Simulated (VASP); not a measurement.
# Hf3Si2O (P-3m1) in VASP: a series of runs

The runs below take Hf3Si2O through single point, with PBE.

Everything below comes from runs of VASP 6.6.1. Logs are shortened: lines on timing, memory, paths and dates and some standing lists are left out, and cuts for length are marked.

**1. The cell of the first run**

The structure is trigonal, space group P-3m1 (No. 164). The conventional cell has a = 4.006 Å, b = 4.006 Å, c = 7.171 Å, α = 90.00°, β = 90.00°, γ = 120.00°. Within 3.1 Å of Hf (site symmetry 3m) lie 4 Si at 2.33 to 2.36 Å and 6 Hf at 2.53 to 3.10 Å. Within 3.3 Å of Hf (site symmetry -3m) lie 6 Hf at 2.53 Å and 6 Si at 2.67 Å. Within 3.1 Å of Si (site symmetry 3m) lie 7 Hf at 2.33 to 2.67 Å. Within 4.3 Å of O (site symmetry -3m) lie 6 Si at 3.23 Å and 8 Hf at 3.45 to 3.59 Å and 6 O at 4.01 Å.

The cell was built from a structure type or drawn by symmetry, and may not be a known phase.

**2. Single point, PBE**

File INCAR:

```
SYSTEM = Hf3Si2O
PREC = Accurate
ENCUT = 520
EDIFF = 1E-7
ISMEAR = 0
SIGMA = 0.1
LREAL = .False.
LASPH = .True.
NELM = 60
ALGO = Normal
ISIF = 2
LWAVE = .False.
LCHARG = .True.
GGA = PE
LELF = .True.
LVHAR = .True.
NBANDS = 31
```

File KPOINTS:

```
Automatic mesh
0
Gamma
  6 6 4
  0 0 0
```

File POSCAR:

```
Hf3Si2O
1.0
    4.0063169800      0.0000000000      0.0000000000
   -2.0031584900      3.4695722800      0.0000000000
    0.0000000000      0.0000000000      7.1707712000
Hf Si O
3 2 1
Direct
    0.6666666700      0.3333333300      0.3561005300
    0.3333333300      0.6666666700      0.6438994700
    0.0000000000      0.0000000000      0.5000000000
    0.6666666700      0.3333333300      0.6847193800
    0.3333333300      0.6666666700      0.3152806200
    0.0000000000      0.0000000000      0.0000000000
```

Potentials or basis: VASP PAW PBE potentials, release 64 (Hf_pv, Si, O).

Run with:

```sh
> cat potpaw_PBE.64/Hf_pv/POTCAR potpaw_PBE.64/Si/POTCAR potpaw_PBE.64/O/POTCAR > POTCAR
> mpirun -np 1 vasp_std > vasp.out
```

OUTCAR:

```text
SYSTEM = Hf3Si2O
   PREC = Accurate
   ENCUT = 520
   EDIFF = 1E-7
   ISMEAR = 0
   LREAL = .False.
   LASPH = .True.
   NELM = 60
   ISIF = 2
   GGA = PE

 ion  position               nearest neighbor table
   1  0.667  0.333  0.356-   5 2.33   5 2.33   5 2.33   4 2.36   3 2.53   3 2.53   3 2.53   2 3.10
                             2 3.10   2 3.10
   2  0.333  0.667  0.644-   4 2.33   4 2.33   4 2.33   5 2.36   3 2.53   3 2.53   3 2.53   1 3.10
                             1 3.10   1 3.10
   3  0.000  0.000  0.500-   1 2.53   2 2.53   2 2.53   1 2.53   1 2.53   2 2.53   4 2.67   5 2.67
                             4 2.67   5 2.67   4 2.67   5 2.67
   4  0.667  0.333  0.685-   2 2.33   2 2.33   2 2.33   1 2.36   3 2.67   3 2.67   3 2.67
   5  0.333  0.667  0.315-   1 2.33   1 2.33   1 2.33   2 2.36   3 2.67   3 2.67   3 2.67
   6  0.000  0.000  0.000-

  LATTYP: Found a hexagonal cell.
 ALAT       =     4.0063169800
 C/A-ratio  =     1.7898661628

  Lattice vectors:

 A1 = (   4.0063169800,   0.0000000000,   0.0000000000)
 A2 = (  -2.0031584900,   3.4695722800,   0.0000000000)
 A3 = (   0.0000000000,   0.0000000000,   7.1707712000)

Analysis of symmetry for initial positions (statically):
=====================================================================
 Subroutine PRICEL returns:
 Original cell was already a primitive cell.

 Routine SETGRP: Setting up the symmetry group for a
 hexagonal supercell.

 Subroutine GETGRP returns: Found 12 space group operations
 (whereof 12 operations were pure point group operations)
 out of a pool of 24 trial point group operations.

The static configuration has the point symmetry D_3d.

Analysis of symmetry for dynamics (positions and initial velocities):
=====================================================================
 Subroutine PRICEL returns:
 Original cell was already a primitive cell.

 Routine SETGRP: Setting up the symmetry group for a
 hexagonal supercell.

 Subroutine GETGRP returns: Found 12 space group operations
 (whereof 12 operations were pure point group operations)
 out of a pool of 24 trial point group operations.

The dynamic configuration has the point symmetry D_3d.

 Subroutine INISYM returns: Found 12 space group operations
 (whereof 12 operations are pure point group operations),
 and found     1 'primitive' translations

----------------------------------------------------------------------------------------

                                     Primitive cell

  volume of cell :      99.6752

  direct lattice vectors                    reciprocal lattice vectors
     4.006316980  0.000000000  0.000000000     0.249605811  0.144109982  0.000000000
    -2.003158490  3.469572280  0.000000000     0.000000000  0.288219965  0.000000000
     0.000000000  0.000000000  7.170771200     0.000000000  0.000000000  0.139455014

  length of vectors
     4.006316980  4.006316980  7.170771200     0.288219965  0.288219965  0.139455014

  position of ions in fractional coordinates (direct lattice)
     0.666666670  0.333333330  0.356100530
     0.333333330  0.666666670  0.643899470
     0.000000000  0.000000000  0.500000000
     0.666666670  0.333333330  0.684719380
     0.333333330  0.666666670  0.315280620
     0.000000000  0.000000000  0.000000000

  ion indices of the primitive-cell ions
   primitive index   ion index
                 1           1
                 2           2
                 3           3
                 4           4
                 5           5
                 6           6

----------------------------------------------------------------------------------------

 KPOINTS: Automatic mesh

Automatic generation of k-mesh.
 Grid dimensions read from file:
 generate k-points for:    6    6    4

 Generating k-lattice:

  Cartesian coordinates                     Fractional coordinates (reciprocal lattice)
     0.041600969  0.024018330  0.000000000     0.166666667 -0.000000000  0.000000000
     0.000000000  0.048036661  0.000000000     0.000000000  0.166666667  0.000000000
     0.000000000  0.000000000  0.034863754     0.000000000  0.000000000  0.250000000

  Length of vectors
     0.048036661  0.048036661  0.034863754

  Shift w.r.t. Gamma in fractional coordinates (k-lattice)
     0.000000000  0.000000000  0.000000000

 Subroutine IBZKPT returns following result:
 ===========================================

 Found     24 irreducible k-points:

 Following reciprocal coordinates:
            Coordinates               Weight
  0.000000  0.000000  0.000000      1.000000
  0.166667  0.000000  0.000000      6.000000
  0.333333 -0.000000  0.000000      6.000000
  0.500000  0.000000  0.000000      3.000000
  0.166667  0.166667  0.000000      6.000000
  0.333333  0.166667  0.000000     12.000000
[... 16 lines left out ...]
  0.333333  0.166667  0.500000     12.000000
  0.333333  0.333333  0.500000      2.000000
   k-points           NKPTS =     24   k-points in BZ     NKDIM =     24   number of bands    NBANDS=     31
   number of dos      NEDOS =    301   number of ions     NIONS =      6
   total plane-waves  NPLWV =  48600
   dimension x,y,z NGX =    30 NGY =   30 NGZ =   54
   dimension x,y,z NGXF=    60 NGYF=   60 NGZF=  108
   ions per type =               3   2   1
   NGX,Y,Z   is equivalent  to a cutoff of  12.45, 12.45, 12.52 a.u.
   NGXF,Y,Z  is equivalent  to a cutoff of  24.90, 24.90, 25.04 a.u.
 SYSTEM =  Hf3Si2O
   PREC   = accura    normal or accurate (medium, high low for compatibility)
   ISTART =      0    job   : 0-new  1-cont  2-samecut
   ICHARG =      2    charge: 1-file 2-atom 10-const
   ISPIN  =      1    spin polarized calculation?
   LNONCOLLINEAR =      F non collinear calculations
   LSORBIT =      F    spin-orbit coupling
   LASPH  =      T    aspherical Exc in radial PAW
   ENCUT  =  520.0 eV  38.22 Ry    6.18 a.u.   7.45  7.45 13.33*2*pi/ulx,y,z
   NELM   =     60;   NELMIN=  2; NELMDL= -5     # of ELM steps
   EDIFF  = 0.1E-06   stopping-criterion for ELM
   LREAL  =      F    real-space projection
   EDIFFG = 0.1E-05   stopping-criterion for IOM
   NSW    =      0    number of steps for IOM
   IBRION =     -1    ionic relax: 0-MD 1-quasi-New 2-CG
   NFREE  =      0    steps in history (QN), initial steepest desc. (CG)
   ISIF   =      2    stress and relaxation
   ISYM   =      2    0-nonsym 1-usesym 2-fastsym
   POTIM  = 0.5000    time-step for ionic-motion
   TEBEG  =    0.0;   TEEND  =   0.0 temperature during run
   PSTRESS=    0.0 pullay stress
   NELECT =      44.0000    total number of electrons
   NUPDOWN=      -1.0000    fix difference up-down
   EMIN   =  10.00;   EMAX   =-10.00  energy-range for DOS
   EFERMI =   0.00;   METHOD = LEGACY
   ISMEAR =     0;   SIGMA  =   0.10  broadening in eV -4-tet -1-fermi 0-gaus
   EFERMI_NEDOS =   21; number of points for ismear=-14 and -15
   IALGO  =     38    algorithm
   IMIX   =      4    mixing-type and parameters
     AMIX     =   0.40;   BMIX     =  1.00
     AMIX_MAG =   1.60;   BMIX_MAG =  1.00
  volume/ion in A,a.u.               =      16.61       112.11
  Fermi-wavevector in a.u.,A,eV,Ry     =   1.246513  2.355567 21.140647  1.553794
  Thomas-Fermi vector in A             =   2.380687
   LORBIT       =      0    0 simple, 1 ext, 2 COOP (PROOUT), +10 PAW based schemes
   GGA     = PE    functional components
   LHFCALC =     F    Hartree Fock is set to
   AEXX    =    0.0000 exact exchange contribution
   IVDW    =     0    specifies the selected vdW correction
   LEPSILON=     F    determine dielectric tensor
   LRPA    =     F    only Hartree local field effects (RPA)
 non-spin polarized calculation
 Gauss-broadening in eV      SIGMA  =   0.10
  energy-cutoff  :      520.00
  volume of cell :       99.68
 maximum number of plane-waves:      2709
 NGX is ok and might be reduce to    30
   NGX = 15   NGY = 15   NGZ = 27

 number of electron      44.0000006 magnetization

 Free energy of the ion-electron system (eV)
  ---------------------------------------------------
  ext. energy  EPLUGINS =         0.00000000
  ---------------------------------------------------
  free energy    TOTEN  =       -35.26970516 eV

  energy without entropy =      -35.24098336  energy(sigma->0) =      -35.25534426

 E-fermi :   4.7440     XC(G=0): -10.7598

 val. band max:        4.7280680916   @ k =   0.5000   0.0000   0.5000
 cond. band min:       4.7445382255   @ k =   0.3333  -0.0000   0.5000
 fundamental gap:      0.0164701339
 Fermi energy:         4.7440337772

 k-point     1 :       0.0000    0.0000    0.0000
  band No.  band energies     occupation
      1     -25.8546      2.00000
      2     -25.8546      2.00000
      3     -24.9697      2.00000
      4     -24.9697      2.00000
      5     -24.8514      2.00000
      6     -24.8373      2.00000
[... 23 lines left out ...]
     30      11.3151      0.00000
     31      12.1879      0.00000

 k-point     2 :       0.1667    0.0000    0.0000
  band No.  band energies     occupation
      1     -25.9819      2.00000
      2     -25.9331      2.00000
      3     -25.2394      2.00000
      4     -24.8831      2.00000
      5     -24.8798      2.00000
      6     -24.5800      2.00000
[... 23 lines left out ...]
     30      10.9565      0.00000
     31      11.3050      0.00000

 k-point     3 :       0.3333   -0.0000    0.0000
  band No.  band energies     occupation
      1     -26.1782      2.00000
      2     -26.1028      2.00000
      3     -25.3450      2.00000
      4     -24.9992      2.00000
      5     -24.7655      2.00000
      6     -24.5028      2.00000
[... 703 lines left out ...]
     30       9.5441      0.00000
     31      10.0119      0.00000

 k-point    24 :       0.3333    0.3333    0.5000
  band No.  band energies     occupation
      1     -26.2178      2.00000
      2     -26.2178      2.00000
      3     -25.6497      2.00000
      4     -25.0217      2.00000
      5     -24.5117      2.00000
      6     -24.5117      2.00000
[... 23 lines left out ...]
     30       9.1557      0.00000
     31      10.4842      0.00000

------------------------ aborting loop because EDIFF is reached ----------------------------------------

  FORCE on cell =-STRESS in cart. coord.  units (eV):
  Direction    XX          YY          ZZ          XY          YZ          ZX
  --------------------------------------------------------------------------------------
  -------------------------------------------------------------------------------------
  Total       45.4840253     45.4840253     21.4751930      0.0000000     -0.0000000     -0.0000000
  in kB      731.1093913    731.1093912    345.1918600      0.0000000     -0.0000000     -0.0000000
  external PRESSURE =     602.4702142 kB  Pullay stress =       0.0000000 kB

 VOLUME and BASIS-vectors are now :
 -----------------------------------------------------------------------------
  energy-cutoff  :      520.00
  volume of cell :       99.68
      direct lattice vectors                 reciprocal lattice vectors
     4.006316980  0.000000000  0.000000000     0.249605811  0.144109982  0.000000000
    -2.003158490  3.469572280  0.000000000     0.000000000  0.288219965  0.000000000
     0.000000000  0.000000000  7.170771200     0.000000000  0.000000000  0.139455014

 POSITION                                       TOTAL-FORCE (eV/Angst)
 -----------------------------------------------------------------------------------
      2.00316      1.15652      2.55352        -0.000000      0.000000     -9.601712
     -0.00000      2.31305      4.61726         0.000000      0.000000      9.601712
      0.00000      0.00000      3.58539        -0.000000      0.000000      0.000000
      2.00316      1.15652      4.90997         0.000000      0.000000      4.717781
     -0.00000      2.31305      2.26081        -0.000000      0.000000     -4.717781
      0.00000      0.00000      0.00000        -0.000000      0.000000      0.000000
 -----------------------------------------------------------------------------------
    total drift:                               -0.000000     -0.000000      0.000000

  FREE ENERGIE OF THE ION-ELECTRON SYSTEM (eV)
  ---------------------------------------------------
  free  energy   TOTEN  =       -35.2697051613 eV

  energy  without entropy=      -35.2409833633  energy(sigma->0) =      -35.25534426
```

It took 42 s on 1 thread of Intel Xeon 6975P-C (Granite Rapids), shared host; peak memory 0.24 GiB.

Results:

```yaml
Free_energy: -35.2697 eV
Pressure: 60.2 GPa
Largest_force: 9.602 eV/Å
Band_gap_on_the_k_mesh: zero (bands 22 and 23 overlap by 0.44 eV)
```

Forces in eV/Å, atoms in the order of the input:
```
Hf   0.000  0.000 -9.602
Hf   0.000  0.000  9.602
Hf   0.000  0.000  0.000
Si   0.000  0.000  4.718
Si   0.000  0.000 -4.718
O    0.000  0.000  0.000
```

Caveat: the cell stands under pressure; spin-orbit coupling is left out, which moves the levels of the heavy elements; forces of over 1 eV/Å act on the atoms, so gaps and moduli don't describe the material at rest.

**3. Single point, PBE**

This run uses another cell than the first one, of 16.77 Å³/atom.

File INCAR:

```
SYSTEM = Hf3Si2O
PREC = Accurate
ENCUT = 520
EDIFF = 1E-6
ISMEAR = 0
SIGMA = 0.1
LREAL = .FALSE.
LASPH = .TRUE.
NELM = 60
ALGO = Normal
ISIF = 2
LWAVE = .FALSE.
LCHARG = .FALSE.
GGA = PE
NBANDS = 31
```

File KPOINTS:

```
regular mesh
0
G
  6 6 4
  0 0 0
```

File POSCAR:

```
Hf3Si2O
1.0
    3.6174237291      0.0000000000      0.0000000000
   -1.8087118646      3.1327808457      0.0000000000
    0.0000000000      0.0000000000      8.8794672525
Hf Si O
3 2 1
Direct
    0.6666666667      0.3333333333      0.1353369172
    0.3333333333      0.6666666667      0.8646630828
    0.0000000000      0.0000000000      0.5000000000
    0.6666666667      0.3333333333      0.6818684908
    0.3333333333      0.6666666667      0.3181315092
    0.0000000000      0.0000000000      0.0000000000
```

Potentials or basis: VASP PAW PBE potentials, release 64 (Hf_pv, Si, O).

Run with:

```sh
> cat potpaw_PBE.64/Hf_pv/POTCAR potpaw_PBE.64/Si/POTCAR potpaw_PBE.64/O/POTCAR > POTCAR
> mpirun -np 1 vasp_std > vasp.out
```

It took 38 s on 1 thread of Intel Xeon 6975P-C (Granite Rapids), shared host; peak memory 0.25 GiB.

The run converged. Its results:

| Quantity | Value |
| --- | --- |
| Free energy | -51.4295 eV |
| Pressure | -0.6 GPa |
| Largest force | 0.065 eV/Å |
| Band gap on the k mesh | zero (bands 22 and 23 overlap by 1.00 eV) |

Forces in eV/Å, atoms in the order of the input:
```
Hf   0.000  0.000 -0.065
Hf   0.000  0.000  0.065
Hf   0.000  0.000  0.000
Si   0.000  0.000  0.033
Si   0.000  0.000 -0.033
O    0.000  0.000  0.000
```

Stress tensor (GPa, compression positive):
```
-0.63  0.00  0.00
 0.00 -0.63  0.00
 0.00  0.00 -0.47
```

Levels at points of the mesh, in eV from the Fermi level:
| k point | band 20 | band 21 | band 22 | band 23 | band 24 | band 25 |
| --- | --- | --- | --- | --- | --- | --- |
| (0.00, 0.00, 0.00) | -0.46 | -0.30 | -0.30 | 0.74 | 0.76 | 0.76 |
| (0.50, 0.00, 0.00) | -1.65 | -1.64 | -0.51 | 0.58 | 1.53 | 2.16 |
| (0.00, 0.00, 0.50) | -0.44 | -0.44 | -0.35 | 0.25 | 0.25 | 0.69 |
| (0.50, 0.00, 0.50) | -1.61 | -0.90 | -0.68 | -0.56 | 1.60 | 1.97 |

Caveat: spin-orbit coupling is left out, which moves the levels of the heavy elements.
